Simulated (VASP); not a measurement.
# InSe (R3m) in VASP: single point with LDA

Aim: the single point of InSe with LDA.

The COD entry that gives the cell may itself be a prediction, so a difference from it is no test against experiment.

Program: VASP 6.6.1. These are calculated values, not measurements. Logs are shortened: lines on timing, memory, paths and dates and some standing lists are left out, and cuts for length are marked.

**Measured values to compare with.**

From “The Interaction of Hydrogen with the van der Waals Crystal γ-InSe”, 2020, pmc:7321205, for a bulk crystal of InSe at 300 K: band gap 1.25 eV.

The results are compared with them further down.

## 1. The cell of the first run

Symmetry: R3m, No. 160, trigonal system. The conventional cell has a = 4.000 Å, b = 4.000 Å, c = 24.950 Å, α = 90.00°, β = 90.00°, γ = 120.00°. In (site symmetry 3m) has 3 Se at 2.64 Å and 1 In at 2.80 Å within 3.5 Å. In (site symmetry 3m) has 3 Se at 2.64 Å and 1 In at 2.80 Å within 3.5 Å. Within 3.5 Å of Se (site symmetry 3m) lie 3 In at 2.64 Å. Se (site symmetry 3m) has 3 In at 2.64 Å within 3.5 Å.

## 2. Single point, LDA

Input file INCAR:

```
SYSTEM = InSe
PREC = Accurate
ENCUT = 520
EDIFF = 1E-6
ISMEAR = 0
SIGMA = 0.03
LREAL = .False.
LASPH = .True.
NELM = 80
ALGO = Normal
ISIF = 2
LWAVE = .False.
LCHARG = .True.
LELF = .True.
LVHAR = .True.
NBANDS = 27
LUSENCCL = .False.
```

Input file KPOINTS:

```
regular mesh
0
Gamma
  12 12 12
  0 0 0
```

Input file POSCAR:

```
InSe
1.0
    1.9999996503      1.1547003365      8.3166700000
   -1.9999996503      1.1547003365      8.3166700000
    0.0000000000     -2.3094006730      8.3166700000
In Se
2 2
Direct
    0.0000000000      0.0000000000      0.0000000000
    0.1122000000      0.1122000000      0.1122000000
    0.6155000000      0.6155000000      0.6155000000
    0.8300000000      0.8300000000      0.8300000000
```

Potentials or basis: VASP PAW LDA potentials, release 64 (In_d, Se).

Command:

```bash
> cat potpaw_LDA.64/In_d/POTCAR potpaw_LDA.64/Se/POTCAR > POTCAR
> mpirun -np 1 vasp_std > vasp.out
```

OUTCAR:

```text
SYSTEM = InSe
   PREC = Accurate
   ENCUT = 520
   EDIFF = 1E-6
   ISMEAR = 0
   LREAL = .False.
   LASPH = .True.
   NELM = 80
   ISIF = 2

 ion  position               nearest neighbor table
   1  0.000  0.000  0.000-   3 2.64   3 2.64   3 2.64   2 2.80
   2  0.112  0.112  0.112-   4 2.64   4 2.64   4 2.64   1 2.80
   3  0.615  0.615  0.615-   1 2.64   1 2.64   1 2.64
   4  0.830  0.830  0.830-   2 2.64   2 2.64   2 2.64

  LATTYP: Found a trigonal (rhomboedric) cell.
 ALAT       =     8.6313574458
 COS(alpha) =     0.8926179648

  Lattice vectors:

 A1 = (   1.9999996503,   1.1547003365,   8.3166700000)
 A2 = (  -1.9999996503,   1.1547003365,   8.3166700000)
 A3 = (   0.0000000000,  -2.3094006730,   8.3166700000)

Analysis of symmetry for initial positions (statically):
=====================================================================
 Subroutine PRICEL returns:
 Original cell was already a primitive cell.

 Routine SETGRP: Setting up the symmetry group for a
 trigonal (rhombohedral) supercell.

 Subroutine GETGRP returns: Found  6 space group operations
 (whereof  6 operations were pure point group operations)
 out of a pool of 12 trial point group operations.

The static configuration has the point symmetry C_3v.

Analysis of symmetry for dynamics (positions and initial velocities):
=====================================================================
 Subroutine PRICEL returns:
 Original cell was already a primitive cell.

 Routine SETGRP: Setting up the symmetry group for a
 trigonal (rhombohedral) supercell.

 Subroutine GETGRP returns: Found  6 space group operations
 (whereof  6 operations were pure point group operations)
 out of a pool of 12 trial point group operations.

The dynamic configuration has the point symmetry C_3v.

 Subroutine INISYM returns: Found  6 space group operations
 (whereof  6 operations are pure point group operations),
 and found     1 'primitive' translations

----------------------------------------------------------------------------------------

                                     Primitive cell

  volume of cell :     115.2391

  direct lattice vectors                    reciprocal lattice vectors
     1.999999650  1.154700336  8.316670000     0.250000044  0.144337593  0.040080144
    -1.999999650  1.154700336  8.316670000    -0.250000044  0.144337593  0.040080144
     0.000000000 -2.309400673  8.316670000     0.000000000 -0.288675185  0.040080144

  length of vectors
     8.631357446  8.631357446  8.631357446     0.291444301  0.291444301  0.291444301

  position of ions in fractional coordinates (direct lattice)
     0.000000000  0.000000000  0.000000000
     0.112200000  0.112200000  0.112200000
     0.615500000  0.615500000  0.615500000
     0.830000000  0.830000000  0.830000000

  ion indices of the primitive-cell ions
   primitive index   ion index
                 1           1
                 2           2
                 3           3
                 4           4

----------------------------------------------------------------------------------------

 KPOINTS: regular mesh

Automatic generation of k-mesh.
 Grid dimensions read from file:
 generate k-points for:   12   12   12

 Generating k-lattice:

  Cartesian coordinates                     Fractional coordinates (reciprocal lattice)
     0.020833337  0.012028133  0.003340012     0.083333333 -0.000000000  0.000000000
    -0.020833337  0.012028133  0.003340012    -0.000000000  0.083333333  0.000000000
     0.000000000 -0.024056265  0.003340012     0.000000000  0.000000000  0.083333333

  Length of vectors
     0.024287025  0.024287025  0.024287025

  Shift w.r.t. Gamma in fractional coordinates (k-lattice)
     0.000000000  0.000000000  0.000000000

 Subroutine IBZKPT returns following result:
 ===========================================

 Found    189 irreducible k-points:

 Following reciprocal coordinates:
            Coordinates               Weight
  0.000000  0.000000  0.000000      1.000000
  0.083333  0.000000  0.000000      6.000000
  0.166667  0.000000  0.000000      6.000000
  0.250000  0.000000  0.000000      6.000000
  0.333333  0.000000  0.000000      6.000000
  0.416667  0.000000  0.000000      6.000000
[... 16 lines left out ...]
  0.500000  0.166667  0.000000     12.000000
 -0.416667  0.166667  0.000000     12.000000
 [... further k-points ...]
   k-points           NKPTS =    189   k-points in BZ     NKDIM =    189   number of bands    NBANDS=     27
   number of dos      NEDOS =    301   number of ions     NIONS =      4
   total plane-waves  NPLWV = 262144
   dimension x,y,z NGX =    64 NGY =   64 NGZ =   64
   dimension x,y,z NGXF=   128 NGYF=  128 NGZF=  128
   ions per type =               2   2
   NGX,Y,Z   is equivalent  to a cutoff of  12.33, 12.33, 12.33 a.u.
   NGXF,Y,Z  is equivalent  to a cutoff of  24.65, 24.65, 24.65 a.u.
 SYSTEM =  InSe
   PREC   = accura    normal or accurate (medium, high low for compatibility)
   ISTART =      0    job   : 0-new  1-cont  2-samecut
   ICHARG =      2    charge: 1-file 2-atom 10-const
   ISPIN  =      1    spin polarized calculation?
   LNONCOLLINEAR =      F non collinear calculations
   LSORBIT =      F    spin-orbit coupling
   LASPH  =      T    aspherical Exc in radial PAW
   ENCUT  =  520.0 eV  38.22 Ry    6.18 a.u.  16.05 16.05 16.05*2*pi/ulx,y,z
   NELM   =     80;   NELMIN=  2; NELMDL= -5     # of ELM steps
   EDIFF  = 0.1E-05   stopping-criterion for ELM
   LREAL  =      F    real-space projection
   EDIFFG = 0.1E-04   stopping-criterion for IOM
   NSW    =      0    number of steps for IOM
   IBRION =     -1    ionic relax: 0-MD 1-quasi-New 2-CG
   NFREE  =      0    steps in history (QN), initial steepest desc. (CG)
   ISIF   =      2    stress and relaxation
   ISYM   =      2    0-nonsym 1-usesym 2-fastsym
   POTIM  = 0.5000    time-step for ionic-motion
   TEBEG  =    0.0;   TEEND  =   0.0 temperature during run
   PSTRESS=    0.0 pullay stress
   NELECT =      38.0000    total number of electrons
   NUPDOWN=      -1.0000    fix difference up-down
   EMIN   =  10.00;   EMAX   =-10.00  energy-range for DOS
   EFERMI =   0.00;   METHOD = LEGACY
   ISMEAR =     0;   SIGMA  =   0.03  broadening in eV -4-tet -1-fermi 0-gaus
   EFERMI_NEDOS =   21; number of points for ismear=-14 and -15
   IALGO  =     38    algorithm
   IMIX   =      4    mixing-type and parameters
     AMIX     =   0.40;   BMIX     =  1.00
     AMIX_MAG =   1.60;   BMIX_MAG =  1.00
  volume/ion in A,a.u.               =      28.81       194.42
  Fermi-wavevector in a.u.,A,eV,Ry     =   1.131018  2.137313 17.404585  1.279201
  Thomas-Fermi vector in A             =   2.267716
   LORBIT       =      0    0 simple, 1 ext, 2 COOP (PROOUT), +10 PAW based schemes
   GGA     = CA    functional components
   LHFCALC =     F    Hartree Fock is set to
   AEXX    =    0.0000 exact exchange contribution
   IVDW    =     0    specifies the selected vdW correction
   LEPSILON=     F    determine dielectric tensor
   LRPA    =     F    only Hartree local field effects (RPA)
 non-spin polarized calculation
 Gauss-broadening in eV      SIGMA  =   0.03
  energy-cutoff  :      520.00
  volume of cell :      115.24
 maximum number of plane-waves:      3142
   NGX = 33   NGY = 33   NGZ = 33

 number of electron      37.9999996 magnetization

 Free energy of the ion-electron system (eV)
  ---------------------------------------------------
  ext. energy  EPLUGINS =         0.00000000
  ---------------------------------------------------
  free energy    TOTEN  =       -16.65543070 eV

  energy without entropy =      -16.65543070  energy(sigma->0) =      -16.65543070

 E-fermi :   4.2199     XC(G=0):  -9.3354

 val. band max:        4.1264004278   @ k =   0.5000   0.5000   0.5000
 cond. band min:       4.3132842100   @ k =   0.5000   0.5000   0.5000
 fundamental gap:      0.1868837823
 Fermi energy:         4.2198696760

 k-point     1 :       0.0000    0.0000    0.0000
  band No.  band energies     occupation
      1     -10.6779      2.00000
      2     -10.4918      2.00000
      3     -10.4918      2.00000
      4     -10.4104      2.00000
      5     -10.4104      2.00000
      6     -10.3934      2.00000
[... 19 lines left out ...]
     26       9.4585      0.00000
     27      11.5591      0.00000

 k-point     2 :       0.0833    0.0000    0.0000
  band No.  band energies     occupation
      1     -10.6790      2.00000
      2     -10.5237      2.00000
      3     -10.4903      2.00000
      4     -10.4447      2.00000
      5     -10.4052      2.00000
      6     -10.3953      2.00000
[... 19 lines left out ...]
     26       9.6256      0.00000
     27      11.5636      0.00000

 k-point     3 :       0.1667    0.0000    0.0000
  band No.  band energies     occupation
      1     -10.6908      2.00000
      2     -10.5835      2.00000
      3     -10.5214      2.00000
      4     -10.4874      2.00000
      5     -10.4008      2.00000
      6     -10.3909      2.00000
[... 19 lines left out ...]
     26      10.0179      0.00000
     27      10.8585      0.00000

 k-point     4 :       0.2500    0.0000    0.0000
  band No.  band energies     occupation
      1     -10.7344      2.00000
      2     -10.6133      2.00000
      3     -10.6032      2.00000
      4     -10.4856      2.00000
      5     -10.4083      2.00000
      6     -10.3714      2.00000
[... 19 lines left out ...]
     26      10.4237      0.00000
     27      10.7075      0.00000
[... 516 lines left out ...]
      4     -10.4948      2.00000
      5     -10.4076      2.00000
      6     -10.3549      2.00000
[... 19 lines left out ...]
     26      10.6815      0.00000
     27      11.0144      0.00000

 k-point    23 :       0.5000    0.1667    0.0000
  band No.  band energies     occupation
      1     -10.8261      2.00000
      2     -10.7255      2.00000
      3     -10.6108      2.00000
      4     -10.4986      2.00000
      5     -10.4089      2.00000
      6     -10.3460      2.00000
[... 19 lines left out ...]
     26      10.8743      0.00000
     27      11.5702      0.00000

 k-point    24 :      -0.4167    0.1667    0.0000
  band No.  band energies     occupation
      1     -10.8373      2.00000
      2     -10.7363      2.00000
      3     -10.6095      2.00000
      4     -10.5001      2.00000
      5     -10.4094      2.00000
      6     -10.3428      2.00000
[... 19 lines left out ...]
     26      10.9973      0.00000
     27      11.7800      0.00000

 [... further k-points ...]

------------------------ aborting loop because EDIFF is reached ----------------------------------------

  FORCE on cell =-STRESS in cart. coord.  units (eV):
  Direction    XX          YY          ZZ          XY          YZ          ZX
  --------------------------------------------------------------------------------------
  -------------------------------------------------------------------------------------
  Total       -0.7534569     -0.7534569     -1.3211571      0.0000000      0.0000000      0.0000000
  in kB      -10.4753621    -10.4753621    -18.3681369      0.0000000      0.0000000      0.0000000
  external PRESSURE =     -13.1062870 kB  Pullay stress =       0.0000000 kB

 VOLUME and BASIS-vectors are now :
 -----------------------------------------------------------------------------
  energy-cutoff  :      520.00
  volume of cell :      115.24
      direct lattice vectors                 reciprocal lattice vectors
     1.999999650  1.154700336  8.316670000     0.250000044  0.144337593  0.040080144
    -1.999999650  1.154700336  8.316670000    -0.250000044  0.144337593  0.040080144
     0.000000000 -2.309400673  8.316670000     0.000000000 -0.288675185  0.040080144

 POSITION                                       TOTAL-FORCE (eV/Angst)
 -----------------------------------------------------------------------------------
      0.00000      0.00000      0.00000         0.000000      0.000000      0.115022
      0.00000      0.00000      2.79939         0.000000      0.000000     -0.113612
      0.00000      0.00000     15.35673         0.000000      0.000000      0.105319
      0.00000      0.00000     20.70851         0.000000      0.000000     -0.106730
 -----------------------------------------------------------------------------------
    total drift:                               -0.000000     -0.000000     -0.000179

  FREE ENERGIE OF THE ION-ELECTRON SYSTEM (eV)
  ---------------------------------------------------
  free  energy   TOTEN  =       -16.6554307044 eV

  energy  without entropy=      -16.6554307032  energy(sigma->0) =      -16.65543070
```

Wall time 4.7 min (1 × NVIDIA H100 80GB with 1 thread of Intel Xeon Platinum 8481C at 2.70GHz (Sapphire Rapids), shared host); peak memory 1.8 GiB.

What came out:

* Free energy: -16.6554 eV
* Pressure: -1.3 GPa
* Largest force: 0.115 eV/Å
* Band gap on the k mesh: 0.19 eV, direct

Forces on the atoms (eV/Å):
```
In   0.000  0.000  0.115
In   0.000  0.000 -0.114
Se   0.000  0.000  0.105
Se   0.000  0.000 -0.107
```

Stress tensor (GPa, compression positive):
```
-1.05  0.00  0.00
 0.00 -1.05  0.00
 0.00  0.00 -1.84
```

Caveat: spin-orbit coupling is left out, which moves the levels of the heavy elements.

## 3. How close it comes

Step 2. Against the measured gap of InSe, 1.25 eV (300 K; “The Interaction of Hydrogen with the van der Waals Crystal γ-InSe”, 2020, pmc:7321205), the calculated 0.19 eV is off by -1.06 eV. So large a miss can be the level of theory's own, or it may mean another phase, state or a wrong row. Spin-orbit coupling on In, Se is left out. The value is that of LDA on a finite k mesh, which can miss the band edges, without temperature or zero-point motion. Semilocal functionals fall short of measured gaps as a rule.
